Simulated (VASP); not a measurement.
# LiGa (Fd-3m) in VASP: vibrations by perturbation theory with LDA

Aim: the vibrations by perturbation theory of LiGa with LDA.

Everything below comes from runs of VASP 6.6.1. Logs are shortened: lines on timing, memory, paths and dates and some standing lists are left out, and cuts for length are marked.

## 1. The cell of the first run

The structure is cubic, space group Fd-3m (No. 227). Conventional cell: a = 5.986 Å, b = 5.986 Å, c = 5.986 Å, α = 90.00°, β = 90.00°, γ = 90.00°. Li (site symmetry -43m) has 4 Li at 2.59 Å and 10 Ga at 2.59 to 2.99 Å within 3.4 Å. Within 3.4 Å of Ga (site symmetry -43m) lie 10 Li at 2.59 to 2.99 Å and 4 Ga at 2.59 Å.

## 2. Vibrations by perturbation theory, LDA

INCAR reads:

```
ALGO = Normal
EDIFF = 1E-8
ENCUT = 520
GGA = CA
IBRION = 8
ISIF = 2
ISMEAR = -1
LASPH = True
LCHARG = True
LREAL = False
LWAVE = False
NBANDS = 24
NELM = 60
NSW = 1
PREC = Accurate
SIGMA = 0.15
```

KPOINTS reads:

```
k-points
0
Gamma
  12 12 12
```

POSCAR reads:

```
LiGa
1.0
    0.0000000000      2.9929228830      2.9929228830
    2.9929228830      0.0000000000      2.9929228830
    2.9929228830      2.9929228830      0.0000000000
Li Ga
2 2
Direct
    0.0000000000      0.0000000000      0.0000000000
    0.2500000000      0.2500000000      0.2500000000
    0.5000000000      0.5000000000      0.5000000000
    0.7500000000      0.7500000000      0.7500000000
```

Potentials or basis: VASP PAW LDA potentials, release 64 (Li_sv, Ga_d).

Run with:

```console
$ cat potpaw_LDA.64/Li_sv/POTCAR potpaw_LDA.64/Ga_d/POTCAR > POTCAR
$ mpirun -np 1 vasp_std > vasp.out
```

OUTCAR:

```text
EDIFF = 1E-8
   ENCUT = 520
   GGA = CA
   IBRION = 8
   ISIF = 2
   ISMEAR = -1
   LASPH = True
   LREAL = False
   NELM = 60
   NSW = 1
   PREC = Accurate

 ion  position               nearest neighbor table
   1  0.000  0.000  0.000-   4 2.59   4 2.59   4 2.59   2 2.59   2 2.59   2 2.59   4 2.59   2 2.59

   2  0.250  0.250  0.250-   1 2.59   1 2.59   1 2.59   3 2.59   3 2.59   3 2.59   3 2.59   1 2.59

   3  0.500  0.500  0.500-   2 2.59   2 2.59   2 2.59   4 2.59   4 2.59   4 2.59   4 2.59   2 2.59

   4  0.750  0.750  0.750-   3 2.59   3 2.59   3 2.59   1 2.59   1 2.59   1 2.59   3 2.59   1 2.59

  LATTYP: Found a face centered cubic cell.
 ALAT       =     5.9858457660

  Lattice vectors:

 A1 = (   0.0000000000,   2.9929228830,   2.9929228830)
 A2 = (   2.9929228830,   0.0000000000,   2.9929228830)
 A3 = (   2.9929228830,   2.9929228830,   0.0000000000)

Analysis of symmetry for initial positions (statically):
=====================================================================
 Subroutine PRICEL returns:
 Original cell was already a primitive cell.

 Routine SETGRP: Setting up the symmetry group for a
 face centered cubic supercell.

 Subroutine GETGRP returns: Found 48 space group operations
 (whereof 24 operations were pure point group operations)
 out of a pool of 48 trial point group operations.

The static configuration has the point symmetry T_d .
 The point group associated with its full space group is O_h .

Analysis of symmetry for dynamics (positions and initial velocities):
=====================================================================
 Subroutine PRICEL returns:
 Original cell was already a primitive cell.

 Routine SETGRP: Setting up the symmetry group for a
 face centered cubic supercell.

 Subroutine GETGRP returns: Found 48 space group operations
 (whereof 24 operations were pure point group operations)
 out of a pool of 48 trial point group operations.

The dynamic configuration has the point symmetry T_d .
 The point group associated with its full space group is O_h .

 Subroutine INISYM returns: Found 48 space group operations
 (whereof 24 operations are pure point group operations),
 and found     1 'primitive' translations

----------------------------------------------------------------------------------------

                                     Primitive cell

  volume of cell :      53.6187

  direct lattice vectors                    reciprocal lattice vectors
     0.000000000  2.992922883  2.992922883    -0.167060770  0.167060770  0.167060770
     2.992922883  0.000000000  2.992922883     0.167060770 -0.167060770  0.167060770
     2.992922883  2.992922883  0.000000000     0.167060770  0.167060770 -0.167060770

  length of vectors
     4.232632132  4.232632132  4.232632132     0.289357741  0.289357741  0.289357741

  position of ions in fractional coordinates (direct lattice)
     0.000000000  0.000000000  0.000000000
     0.250000000  0.250000000  0.250000000
     0.500000000  0.500000000  0.500000000
     0.750000000  0.750000000  0.750000000

  ion indices of the primitive-cell ions
   primitive index   ion index
                 1           1
                 2           2
                 3           3
                 4           4

----------------------------------------------------------------------------------------

 KPOINTS: k-points

Automatic generation of k-mesh.
 Grid dimensions read from file:
 generate k-points for:   12   12   12

 Generating k-lattice:

  Cartesian coordinates                     Fractional coordinates (reciprocal lattice)
    -0.013921731  0.013921731  0.013921731     0.083333333  0.000000000  0.000000000
     0.013921731 -0.013921731  0.013921731     0.000000000  0.083333333  0.000000000
     0.013921731  0.013921731 -0.013921731     0.000000000  0.000000000  0.083333333

  Length of vectors
     0.024113145  0.024113145  0.024113145

  Shift w.r.t. Gamma in fractional coordinates (k-lattice)
     0.000000000  0.000000000  0.000000000

 Subroutine IBZKPT returns following result:
 ===========================================
[... 55 lines left out ...]
   ISYM   =      2    0-nonsym 1-usesym 2-fastsym
   POTIM  = 0.5000    time-step for ionic-motion
   TEBEG  =    0.0;   TEEND  =   0.0 temperature during run
   PSTRESS=    0.0 pullay stress
   NELECT =      32.0000    total number of electrons
   NUPDOWN=      -1.0000    fix difference up-down
   EMIN   =  10.00;   EMAX   =-10.00  energy-range for DOS
   EFERMI =   0.00;   METHOD = LEGACY
   ISMEAR =    -1;   SIGMA  =   0.15  broadening in eV -4-tet -1-fermi 0-gaus
   EFERMI_NEDOS =   21; number of points for ismear=-14 and -15
   IALGO  =     38    algorithm
   IMIX   =      4    mixing-type and parameters
     AMIX     =   0.40;   BMIX     =  1.00
     AMIX_MAG =   1.60;   BMIX_MAG =  1.00
  volume/ion in A,a.u.               =      13.40        90.46
  Fermi-wavevector in a.u.,A,eV,Ry     =   1.378328  2.604663 25.848192  1.899789
  Thomas-Fermi vector in A             =   2.503400
   LORBIT       =      0    0 simple, 1 ext, 2 COOP (PROOUT), +10 PAW based schemes
   GGA     = CA    functional components
   LHFCALC =     F    Hartree Fock is set to
   AEXX    =    0.0000 exact exchange contribution
   IVDW    =     0    specifies the selected vdW correction
   LEPSILON=     F    determine dielectric tensor
   LRPA    =     F    only Hartree local field effects (RPA)
 non-spin polarized calculation
  energy-cutoff  :      520.00
  volume of cell :       53.62
 maximum number of plane-waves:      1459
   NGX = 15   NGY = 15   NGZ = 15

--------------------------------------- Ionic step        1  -------------------------------------------

 number of electron      32.0000036 magnetization

 Free energy of the ion-electron system (eV)
  ---------------------------------------------------
  ext. energy  EPLUGINS =         0.00000000
  ---------------------------------------------------
  free energy    TOTEN  =       -12.83599230 eV

  energy without entropy =      -12.79992616  energy(sigma->0) =      -12.81795923

 E-fermi :   6.1457     XC(G=0): -10.8373

 val. band max:        5.8681983961   @ k =  -0.1667   0.1667   0.0000
 cond. band min:       6.2015609903   @ k =  -0.1667   0.0833   0.0000
 fundamental gap:      0.3333625942
 Fermi energy:         6.1456849249

 k-point     1 :       0.0000    0.0000    0.0000
  band No.  band energies     occupation
      1     -40.2502      2.00000
      2     -40.1694      2.00000
      3      -9.7204      2.00000
      4      -9.7204      2.00000
      5      -9.7204      2.00000
      6      -9.6929      2.00000
[... 637 lines left out ...]
     23      14.1063      0.00000
     24      17.0598      0.00000

 [... further k-points ...]
[... 5 lines left out ...]
  --------------------------------------------------------------------------------------
  -------------------------------------------------------------------------------------
  Total        0.6939694      0.6939694      0.6939694      0.0000000      0.0000000     -0.0000000
  in kB       20.7364456     20.7364456     20.7364456      0.0000000      0.0000000     -0.0000000
  external PRESSURE =      20.7364456 kB  Pullay stress =       0.0000000 kB

 VOLUME and BASIS-vectors are now :
 -----------------------------------------------------------------------------
  energy-cutoff  :      520.00
  volume of cell :       53.62
      direct lattice vectors                 reciprocal lattice vectors
     0.000000000  2.992922883  2.992922883    -0.167060770  0.167060770  0.167060770
     2.992922883  0.000000000  2.992922883     0.167060770 -0.167060770  0.167060770
     2.992922883  2.992922883  0.000000000     0.167060770  0.167060770 -0.167060770

 POSITION                                       TOTAL-FORCE (eV/Angst)
 -----------------------------------------------------------------------------------
      0.00000      0.00000      0.00000         0.000000      0.000000      0.000000
      1.49646      1.49646      1.49646        -0.000000     -0.000000     -0.000000
      2.99292      2.99292      2.99292         0.000000      0.000000      0.000000
      4.48938      4.48938      4.48938        -0.000000     -0.000000     -0.000000
 -----------------------------------------------------------------------------------
    total drift:                                0.000000     -0.000000      0.000000

  FREE ENERGIE OF THE ION-ELECTRON SYSTEM (eV)
  ---------------------------------------------------
  free  energy   TOTEN  =       -12.8359923007 eV

  energy  without entropy=      -12.7999261628  energy(sigma->0) =      -12.81795923

[... ionic steps 2 to 9 ...]

--------------------------------------- Ionic step       10  -------------------------------------------

 Free energy of the ion-electron system (eV)
  ---------------------------------------------------
  ---------------------------------------------------
  free energy    TOTEN  =        -0.16816614 eV

  energy without entropy =       -0.16816614

------------------------ aborting loop because EDIFF is reached ----------------------------------------

 INTERNAL STRAIN TENSOR  FOR ION    3  DIRECTION 1   (eV/Angst):
 -----------------------------------------------------------------------------
    -0.00615  0.00000  0.00000
     0.00000  0.00344 -0.93296
     0.00000 -0.93296  0.00344

 INTERNAL STRAIN TENSOR FOR ION    4 for displacements in x,y,z  (eV/Angst):
          X           Y           Z          XY          YZ          ZX
  --------------------------------------------------------------------------------
  x     0.00000    -0.00000    -0.00000     0.00000     0.93296     0.00000
  y    -0.00000     0.00000    -0.00000     0.00000     0.00000     0.93296
  z    -0.00000    -0.00000     0.00000     0.93296     0.00000     0.00000

 SECOND DERIVATIVES (NOT SYMMETRIZED)
 ------------------------------------
               1X          1Y          1Z          2X          2Y          2Z          3X          3Y          3Z          4X          4Y          4Z
  1X    -2.911744    0.000000    0.000000    1.087833    0.000000    0.000000    0.332930    0.000000    0.000000    1.490982    0.000000    0.000000
  1Y     0.000000   -2.911744    0.000000    0.000000    1.087833    0.000000    0.000000    0.332930    0.000000    0.000000    1.490982    0.000000
  1Z     0.000000    0.000000   -2.911744    0.000000    0.000000    1.087833    0.000000    0.000000    0.332930    0.000000    0.000000    1.490982
  2X     1.087833    0.000000    0.000000   -2.911744    0.000000    0.000000    1.490982    0.000000    0.000000    0.332930    0.000000    0.000000
  2Y     0.000000    1.087833    0.000000    0.000000   -2.911744    0.000000    0.000000    1.490982    0.000000    0.000000    0.332930    0.000000
  2Z     0.000000    0.000000    1.087833    0.000000    0.000000   -2.911744    0.000000    0.000000    1.490982    0.000000    0.000000    0.332930
  3X     0.327211    0.000000    0.000000    1.491871    0.000000    0.000000   -5.993296    0.000000    0.000000    4.174214    0.000000    0.000000
  3Y     0.000000    0.327211    0.000000    0.000000    1.491871    0.000000    0.000000   -5.993296    0.000000    0.000000    4.174214    0.000000
  3Z     0.000000    0.000000    0.327211    0.000000    0.000000    1.491871    0.000000    0.000000   -5.993296    0.000000    0.000000    4.174214
  4X     1.491871    0.000000    0.000000    0.327211    0.000000    0.000000    4.174214    0.000000    0.000000   -5.993296    0.000000    0.000000
  4Y     0.000000    1.491871    0.000000    0.000000    0.327211    0.000000    0.000000    4.174214    0.000000    0.000000   -5.993296    0.000000
  4Z     0.000000    0.000000    1.491871    0.000000    0.000000    0.327211    0.000000    0.000000    4.174214    0.000000    0.000000   -5.993296

 Eigenvectors and eigenvalues of the dynamical matrix
 ----------------------------------------------------

   1 f  =   11.874662 THz    74.610699 2PiTHz  396.096075 cm-1    49.109632 meV
             X         Y         Z           dx          dy          dz
      0.000000  0.000000  0.000000     0.304567    0.632396    0.000000
      1.496461  1.496461  1.496461    -0.304567   -0.632396    0.000000
      2.992923  2.992923  2.992923     0.037110    0.077055    0.000000
      4.489384  4.489384  4.489384    -0.037110   -0.077055   -0.000000
[... 71 lines left out ...]
  12 f/i=    0.003191 THz     0.020051 2PiTHz    0.106450 cm-1     0.013198 meV
             X         Y         Z           dx          dy          dz
      0.000000  0.000000  0.000000     0.138963    0.162039    0.000901
      1.496461  1.496461  1.496461     0.138963    0.162039    0.000901
      2.992923  2.992923  2.992923     0.438836    0.511710    0.002845
      4.489384  4.489384  4.489384     0.438836    0.511710    0.002845

--------------------------------------------------------------------------------------------------------

 ELASTIC MODULI CONTR FROM IONIC RELAXATION (kBar)
 Direction    XX          YY          ZZ          XY          YZ          ZX
 --------------------------------------------------------------------------------
 XX          -0.0000     -0.0000     -0.0000      0.0000      0.0000      0.0000
 YY          -0.0000     -0.0000     -0.0000      0.0000      0.0000      0.0000
 ZZ          -0.0000     -0.0000     -0.0000     -0.0000      0.0000      0.0000
 XY           0.0000      0.0000     -0.0000     -5.4163      0.0000      0.0000
 YZ           0.0000      0.0000      0.0000      0.0000     -5.4163     -0.0000
 ZX           0.0000      0.0000      0.0000      0.0000     -0.0000     -5.4163
 --------------------------------------------------------------------------------
```

Run time: 15 min. Hardware: 1 thread of Intel Xeon Platinum 8488C (Sapphire Rapids), shared host; peak memory 0.71 GiB.

Results:

| Item | Value |
| --- | --- |
| Highest phonon frequency at Γ | 396 cm⁻¹ |

Phonon frequencies in cm⁻¹ (negative: imaginary):
```csv
q point,frequencies
"(0.000, 0.000, 0.000)",0 0 0 195 195 195 279 279 279 396 396 396
```

Caveat: the cell stands under pressure or tension, which shifts response properties; the cutoff is under 1.25 times the usual one of these potentials, so pressure, stress and relaxed cells hold a basis-set (Pulay) error.
